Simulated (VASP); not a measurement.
# TiSi16 (a cell with a defect) in VASP: relaxation of the atoms with PBEsol

Aim: the relaxation of the atoms of TiSi16 (a cell with a defect) with PBEsol.

All numbers are computed with VASP 6.6.1; they aren't measurements. Logs are shortened: lines on timing, memory, paths and dates and some standing lists are left out, and cuts for length are marked.

**1. The cell of the first run**

The cell holds a defect, 17 atoms: a = 7.679 Å, b = 7.679 Å, c = 7.679 Å, α = 60.00°, β = 60.00°, γ = 60.00°.

**2. Relaxation of the atoms, PBEsol**

Input file INCAR:

```
SYSTEM = TiSi16
PREC = Accurate ; ENCUT = 520
EDIFF = 1E-6 ; ISMEAR = 0
SIGMA = 0.05 ; LREAL = Auto
LASPH = .TRUE. ; NELM = 80
ALGO = Normal ; ISIF = 2
LWAVE = .FALSE. ; LCHARG = .FALSE.
GGA = PS ; IBRION = 2
NSW = 80 ; EDIFFG = -0.03
```

Input file KPOINTS:

```
Automatic mesh
0
G
  2 2 2
  0 0 0
```

Input file POSCAR:

```
TiSi16
1.0
    0.0000000000      5.4300000000      5.4300000000
    5.4300000000      0.0000000000      5.4300000000
    5.4300000000      5.4300000000      0.0000000000
Si Ti
16 1
Direct
    0.0000000000      0.0000000000      0.0000000000
    0.1250000000      0.1250000000      0.1250000000
    0.0000000000      0.0000000000      0.5000000000
    0.1250000000      0.1250000000      0.6250000000
    0.0000000000      0.5000000000      0.0000000000
    0.1250000000      0.6250000000      0.1250000000
    0.0000000000      0.5000000000      0.5000000000
    0.1250000000      0.6250000000      0.6250000000
    0.5000000000      0.0000000000      0.0000000000
    0.6250000000      0.1250000000      0.1250000000
    0.5000000000      0.0000000000      0.5000000000
    0.6250000000      0.1250000000      0.6250000000
    0.5000000000      0.5000000000      0.0000000000
    0.6250000000      0.6250000000      0.1250000000
    0.5000000000      0.5000000000      0.5000000000
    0.6250000000      0.6250000000      0.6250000000
    0.2553258000      0.2492358000      0.7489288000
```

Potentials or basis: VASP PAW PBE potentials, release 64 (Si, Ti_sv).

Command:

```console
cat potpaw_PBE.64/Si/POTCAR potpaw_PBE.64/Ti_sv/POTCAR > POTCAR
mpirun -np 1 vasp_std > vasp.out
```

OUTCAR:

```text
SYSTEM = TiSi16
   PREC = Accurate
   ENCUT = 520
   EDIFF = 1E-6
   ISMEAR = 0
   LREAL = Auto
   LASPH = .TRUE.
   NELM = 80
   ISIF = 2
   GGA = PS
   IBRION = 2
   NSW = 80
   EDIFFG = -0.03

 ion  position               nearest neighbor table
   1  0.000  0.000  0.000-   2 2.35   4 2.35   6 2.35  10 2.35  17 2.74
   2  0.125  0.125  0.125-   1 2.35   3 2.35   5 2.35   9 2.35  17 2.36
   3  0.000  0.000  0.500-   2 2.35   4 2.35   8 2.35  12 2.35
   4  0.125  0.125  0.625-   1 2.35   3 2.35   7 2.35  11 2.35  17 2.37
   5  0.000  0.500  0.000-   2 2.35   6 2.35   8 2.35  14 2.35  17 2.73
   6  0.125  0.625  0.125-   1 2.35   5 2.35   7 2.35  13 2.35
   7  0.000  0.500  0.500-   4 2.35   6 2.35   8 2.35  16 2.35  17 2.74
   8  0.125  0.625  0.625-   3 2.35   5 2.35   7 2.35  15 2.35  17 2.36
   9  0.500  0.000  0.000-   2 2.35  10 2.35  12 2.35  14 2.35  17 2.69
  10  0.625  0.125  0.125-   1 2.35   9 2.35  11 2.35  13 2.35
  11  0.500  0.000  0.500-   4 2.35  10 2.35  12 2.35  16 2.35  17 2.71
  12  0.625  0.125  0.625-  17 2.32   9 2.35  11 2.35  15 2.35   3 2.35
  13  0.500  0.500  0.000-   6 2.35  10 2.35  14 2.35  16 2.35
  14  0.625  0.625  0.125-   5 2.35   9 2.35  13 2.35  15 2.35
  15  0.500  0.500  0.500-   8 2.35  12 2.35  14 2.35  16 2.35  17 2.69
  16  0.625  0.625  0.625-   7 2.35  11 2.35  13 2.35  15 2.35
  17  0.255  0.249  0.749-  12 2.32   8 2.36   2 2.36   4 2.37  15 2.69   9 2.69  11 2.71   5 2.73
                             7 2.74   1 2.74

  LATTYP: Found a face centered cubic cell.
 ALAT       =    10.8600000000

  Lattice vectors:

 A1 = (   0.0000000000,   5.4300000000,   5.4300000000)
 A2 = (   5.4300000000,   0.0000000000,   5.4300000000)
 A3 = (   5.4300000000,   5.4300000000,   0.0000000000)

Analysis of symmetry for initial positions (statically):
=====================================================================
 Subroutine PRICEL returns:
 Original cell was already a primitive cell.

 Routine SETGRP: Setting up the symmetry group for a
 face centered cubic supercell.

 Subroutine GETGRP returns: Found  1 space group operations
 (whereof  1 operations were pure point group operations)
 out of a pool of 48 trial point group operations.

The static configuration has the point symmetry C_1 .

Analysis of symmetry for dynamics (positions and initial velocities):
=====================================================================
 Subroutine PRICEL returns:
 Original cell was already a primitive cell.

 Routine SETGRP: Setting up the symmetry group for a
 face centered cubic supercell.

 Subroutine GETGRP returns: Found  1 space group operations
 (whereof  1 operations were pure point group operations)
 out of a pool of 48 trial point group operations.

The dynamic configuration has the point symmetry C_1 .

 Subroutine INISYM returns: Found  1 space group operations
 (whereof  1 operations are pure point group operations),
 and found     1 'primitive' translations

----------------------------------------------------------------------------------------

                                     Primitive cell

  volume of cell :     320.2060

  direct lattice vectors                    reciprocal lattice vectors
     0.000000000  5.430000000  5.430000000    -0.092081031  0.092081031  0.092081031
     5.430000000  0.000000000  5.430000000     0.092081031 -0.092081031  0.092081031
     5.430000000  5.430000000  0.000000000     0.092081031  0.092081031 -0.092081031

  length of vectors
     7.679179644  7.679179644  7.679179644     0.159489025  0.159489025  0.159489025

  position of ions in fractional coordinates (direct lattice)
     0.000000000  0.000000000  0.000000000
     0.125000000  0.125000000  0.125000000
     0.000000000  0.000000000  0.500000000
     0.125000000  0.125000000  0.625000000
     0.000000000  0.500000000  0.000000000
     0.125000000  0.625000000  0.125000000
[... 9 lines left out ...]
     0.625000000  0.625000000  0.625000000
     0.255325800  0.249235800  0.748928800

  ion indices of the primitive-cell ions
   primitive index   ion index
                 1           1
                 2           2
                 3           3
                 4           4
                 5           5
                 6           6
[... 9 lines left out ...]
                16          16
                17          17

----------------------------------------------------------------------------------------

 KPOINTS: Automatic mesh

Automatic generation of k-mesh.
 Grid dimensions read from file:
 generate k-points for:    2    2    2

 Generating k-lattice:

  Cartesian coordinates                     Fractional coordinates (reciprocal lattice)
    -0.046040516  0.046040516  0.046040516     0.500000000  0.000000000  0.000000000
     0.046040516 -0.046040516  0.046040516     0.000000000  0.500000000  0.000000000
     0.046040516  0.046040516 -0.046040516     0.000000000  0.000000000  0.500000000

  Length of vectors
     0.079744512  0.079744512  0.079744512

  Shift w.r.t. Gamma in fractional coordinates (k-lattice)
     0.000000000  0.000000000  0.000000000

 Subroutine IBZKPT returns following result:
 ===========================================

 Found      8 irreducible k-points:

 Following reciprocal coordinates:
            Coordinates               Weight
  0.000000  0.000000  0.000000      1.000000
  0.500000  0.000000  0.000000      1.000000
  0.000000  0.500000  0.000000      1.000000
  0.000000  0.000000  0.500000      1.000000
  0.500000  0.500000  0.500000      1.000000
  0.500000  0.500000  0.000000      1.000000
  0.000000  0.500000  0.500000      1.000000
  0.500000  0.000000  0.500000      1.000000
   k-points           NKPTS =      8   k-points in BZ     NKDIM =      8   number of bands    NBANDS=     47
   number of dos      NEDOS =    301   number of ions     NIONS =     17
   total plane-waves  NPLWV = 216000
   dimension x,y,z NGX =    60 NGY =   60 NGZ =   60
   dimension x,y,z NGXF=   120 NGYF=  120 NGZF=  120
   ions per type =              16   1
   NGX,Y,Z   is equivalent  to a cutoff of  12.99, 12.99, 12.99 a.u.
   NGXF,Y,Z  is equivalent  to a cutoff of  25.98, 25.98, 25.98 a.u.
 SYSTEM =  TiSi16
   PREC   = accura    normal or accurate (medium, high low for compatibility)
   ISTART =      0    job   : 0-new  1-cont  2-samecut
   ICHARG =      2    charge: 1-file 2-atom 10-const
   ISPIN  =      1    spin polarized calculation?
   LNONCOLLINEAR =      F non collinear calculations
   LSORBIT =      F    spin-orbit coupling
   LASPH  =      T    aspherical Exc in radial PAW
   ENCUT  =  520.0 eV  38.22 Ry    6.18 a.u.  14.28 14.28 14.28*2*pi/ulx,y,z
   NELM   =     80;   NELMIN=  2; NELMDL= -5     # of ELM steps
   EDIFF  = 0.1E-05   stopping-criterion for ELM
   LREAL  =      T    real-space projection
   EDIFFG = -.3E-01   stopping-criterion for IOM
   NSW    =     80    number of steps for IOM
   IBRION =      2    ionic relax: 0-MD 1-quasi-New 2-CG
   NFREE  =      1    steps in history (QN), initial steepest desc. (CG)
   ISIF   =      2    stress and relaxation
   ISYM   =      2    0-nonsym 1-usesym 2-fastsym
   POTIM  = 0.5000    time-step for ionic-motion
   TEBEG  =    0.0;   TEEND  =   0.0 temperature during run
   PSTRESS=    0.0 pullay stress
   NELECT =      76.0000    total number of electrons
   NUPDOWN=      -1.0000    fix difference up-down
   EMIN   =  10.00;   EMAX   =-10.00  energy-range for DOS
   EFERMI =   0.00;   METHOD = LEGACY
   ISMEAR =     0;   SIGMA  =   0.05  broadening in eV -4-tet -1-fermi 0-gaus
   EFERMI_NEDOS =   21; number of points for ismear=-14 and -15
   IALGO  =     38    algorithm
   IMIX   =      4    mixing-type and parameters
     AMIX     =   0.40;   BMIX     =  1.00
     AMIX_MAG =   1.60;   BMIX_MAG =  1.00
  volume/ion in A,a.u.               =      18.84       127.11
  Fermi-wavevector in a.u.,A,eV,Ry     =   1.013607  1.915439 13.978610  1.027399
  Thomas-Fermi vector in A             =   2.146786
   LORBIT       =      0    0 simple, 1 ext, 2 COOP (PROOUT), +10 PAW based schemes
   GGA     = PS    functional components
   LHFCALC =     F    Hartree Fock is set to
   AEXX    =    0.0000 exact exchange contribution
   IVDW    =     0    specifies the selected vdW correction
   LEPSILON=     F    determine dielectric tensor
   LRPA    =     F    only Hartree local field effects (RPA)
 conjugate gradient relaxation of ions
 non-spin polarized calculation
 Gauss-broadening in eV      SIGMA  =   0.05
  energy-cutoff  :      520.00
  volume of cell :      320.21
 maximum number of plane-waves:      8646
 NGX is ok and might be reduce to    60
   NGX = 29   NGY = 29   NGZ = 29

--------------------------------------- Ionic step        1  -------------------------------------------

 number of electron      76.0000004 magnetization

 Free energy of the ion-electron system (eV)
  ---------------------------------------------------
  ext. energy  EPLUGINS =         0.00000000
  ---------------------------------------------------
  free energy    TOTEN  =       -97.96814943 eV

  energy without entropy =      -97.92562860  energy(sigma->0) =      -97.94688901

------------------------ aborting loop because EDIFF is reached ----------------------------------------

  FORCE on cell =-STRESS in cart. coord.  units (eV):
  Direction    XX          YY          ZZ          XY          YZ          ZX
  --------------------------------------------------------------------------------------
  -------------------------------------------------------------------------------------
  Total        5.7848584      5.7822252      5.7757355     -0.3115621      0.1202842     -0.2869964
  in kB       28.9450185     28.9318431     28.8993712     -1.5589267      0.6018518     -1.4360104
  external PRESSURE =      28.9254109 kB  Pullay stress =       0.0000000 kB

 VOLUME and BASIS-vectors are now :
 -----------------------------------------------------------------------------
  energy-cutoff  :      520.00
  volume of cell :      320.21
      direct lattice vectors                 reciprocal lattice vectors
     0.000000000  5.430000000  5.430000000    -0.092081031  0.092081031  0.092081031
     5.430000000  0.000000000  5.430000000     0.092081031 -0.092081031  0.092081031
     5.430000000  5.430000000  0.000000000     0.092081031  0.092081031 -0.092081031
[... 222 lines left out ...]
      6.80242      6.80363      6.77322         0.022262      0.023586     -0.022508
      5.42734      5.43619      2.72154         0.023760     -0.055855     -0.057748
 -----------------------------------------------------------------------------------
    total drift:                               -0.001480     -0.000721      0.001249

  FREE ENERGIE OF THE ION-ELECTRON SYSTEM (eV)
  ---------------------------------------------------
  free  energy   TOTEN  =       -98.3245921556 eV

  energy  without entropy=      -98.3030452376  energy(sigma->0) =      -98.31381870

--------------------------------------- Ionic step        6  -------------------------------------------

 number of electron      75.9999998 magnetization

 Free energy of the ion-electron system (eV)
  ---------------------------------------------------
  ext. energy  EPLUGINS =         0.00000000
  ---------------------------------------------------
  free energy    TOTEN  =       -98.32556837 eV

  energy without entropy =      -98.30318866  energy(sigma->0) =      -98.31437852

 E-fermi :   6.8188     XC(G=0):  -9.8811

 val. band max:        6.7748064118   @ k =   0.5000   0.5000   0.0000
 cond. band min:       6.8499279890   @ k =   0.0000   0.0000   0.5000
 fundamental gap:      0.0751215772
 Fermi energy:         6.8188192827

 k-point     1 :       0.0000    0.0000    0.0000
  band No.  band energies     occupation
      1     -49.7274      2.00000
      2     -26.2072      2.00000
      3     -26.2043      2.00000
      4     -26.2031      2.00000
      5      -5.7885      2.00000
      6      -3.5571      2.00000
[... 415 lines left out ...]
      8.14291      2.71980      5.43515         0.003795     -0.008039     -0.008914
      4.03103      4.03148      1.31652         0.002144      0.005117      0.005138
      2.74616      5.43036      8.14551         0.012060      0.000307      0.000669
      4.05644      1.37416      4.08925        -0.001168     -0.001287     -0.001892
[... 9 lines left out ...]
      6.80392      6.80534      6.77178        -0.000579     -0.004211     -0.002209
      5.42830      5.43375      2.71901         0.006540     -0.009012     -0.010434
 -----------------------------------------------------------------------------------
    total drift:                                0.000478      0.007381      0.008391

  FREE ENERGIE OF THE ION-ELECTRON SYSTEM (eV)
  ---------------------------------------------------
  free  energy   TOTEN  =       -98.3255683748 eV

  energy  without entropy=      -98.3031886571  energy(sigma->0) =      -98.31437852

 reached required accuracy - stopping structural energy minimisation
```

It took 23 min on 1 thread of Oxide Virtual Turin-like, shared host; peak memory 0.53 GiB.

What came out:

| Property | Result |
| --- | --- |
| Free energy | -98.3256 eV |
| Energy gained by relaxing | 21.0 meV/atom |
| Ionic steps | 6 |
| Pressure after relaxing | 2.1 GPa |
| Largest force after relaxing | 0.016 eV/Å |
| Band gap on the k mesh | zero (bands 38 and 39 overlap by 0.41 eV) |

Forces on the atoms (eV/Å):
```
Si   0.002  0.003 -0.013
Si  -0.004  0.000  0.005
Si   0.004 -0.008 -0.009
Si   0.002  0.005  0.005
Si   0.012  0.000  0.001
Si  -0.001 -0.001 -0.002
Si   0.002 -0.013  0.003
Si  -0.003  0.004  0.002
Si  -0.006  0.009  0.005
Si   0.000 -0.002 -0.004
Si  -0.011  0.008  0.008
Si  -0.001  0.002  0.003
Si   0.000  0.000  0.000
Si   0.004  0.000  0.000
Si  -0.005  0.005  0.009
Si  -0.001 -0.004 -0.002
Ti   0.007 -0.009 -0.010
```

Step by step:
| step | energy change (eV) | largest force (eV/Å) | pressure (GPa) |
| --- | --- | --- | --- |
| 1 | 0.0000 | 2.0130 | 2.89 |
| 2 | -0.3501 | 0.4393 | 2.03 |
| 3 | -0.3513 | 0.3050 | 2.05 |
| 4 | -0.3563 | 0.1141 | 2.05 |
| 5 | -0.3564 | 0.0857 | 2.06 |
| 6 | -0.3574 | 0.0156 | 2.06 |

Final structure:
```
CELL_PARAMETERS angstrom
0.00000 5.43000 5.43000
5.43000 0.00000 5.43000
5.43000 5.43000 0.00000
ATOMIC_POSITIONS crystal
Si 0.99724 0.99713 0.00291
Si 0.12113 0.12106 0.13678
Si 0.00111 0.99984 0.49978
Si 0.12127 0.12118 0.62118
Si 0.99721 0.50288 0.00286
Si 0.12956 0.62353 0.12351
Si 0.99723 0.50293 0.49713
Si 0.12112 0.63682 0.62104
Si 0.50326 0.99702 0.00275
Si 0.62369 0.12960 0.12341
Si 0.50330 0.99705 0.49704
Si 0.63781 0.12074 0.62073
Si 0.49995 0.50001 0.00001
Si 0.62365 0.62337 0.12336
Si 0.50325 0.50277 0.49701
Si 0.62368 0.62342 0.62960
Ti 0.25087 0.24987 0.74982
```

Caveat: the k points lie up to 0.50 Å⁻¹ apart; the PAW data sets were made with another functional, which shifts forces and pressure a little.

The gap in the log of VASP goes by the Fermi energy; the results here count the filled bands.